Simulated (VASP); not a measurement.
# Te: single point with r2SCAN

Te:

```
Te
1.0
     4.63249    0.00000    0.00000
    -2.31624    4.01185    0.00000
     0.00000    0.00000    5.88690
Te
3
Direct
  0.25359 0.00000 0.33333
  0.00000 0.25359 0.66667
  0.74641 0.74641 0.00000
```

* Program: VASP 6.6.1
* Task: single point
* Functional: r2SCAN
* Potentials or basis: VASP PAW PBE potentials, release 64 (Te)
* Cutoff: 520 eV
* k mesh: 8 × 8 × 6
* Occupations: methfessel-paxton, width 1 eV
* Spin: no spin polarisation
* Dipole correction: no
* Further INCAR settings: ALGO = Normal; EDIFF = 1e-06; NBANDS = 16

* Pressure: -0.3 GPa
* Largest force: 0.043 eV/Å
* Band gap on the k mesh: 0.78 eV, indirect (the least direct gap lies 0.4 meV higher)

Forces in eV/Å, atoms in the order of the input:
```
Te  -0.043  0.000  0.000
Te   0.021 -0.037  0.000
Te   0.021  0.037  0.000
```

Levels at points of the mesh, in eV from the valence-band top:
```csv
k point,band 6,band 7,band 8,band 9,band 10,band 11,band 12,band 13
"(0.00, 0.00, 0.00)",-3.01,-1.69,-1.69,-0.66,1.24,1.24,1.74,5.44
"(0.50, 0.00, 0.00)",-3.41,-3.12,-1.25,-0.92,1.29,1.45,3.76,3.84
"(0.00, 0.00, 0.50)",-2.80,-1.36,-1.23,-1.23,0.78,0.86,0.86,4.77
"(0.50, 0.00, 0.50)",-3.68,-2.18,-1.80,-0.10,1.18,2.16,2.62,5.14
```

Run time: 4.4 min on 1 thread of Intel(R) Xeon(R) Platinum 8259CL CPU @ 2.50GHz (Skylake/Cascade Lake), on a shared host, peak memory 0.28 GiB.

Caveat: the PAW data sets were made with another functional, which shifts forces and pressure a little; spin-orbit coupling is left out, which moves the levels of the heavy elements. r2SCAN opens gaps a little over a GGA but as a rule still falls short of measured ones.
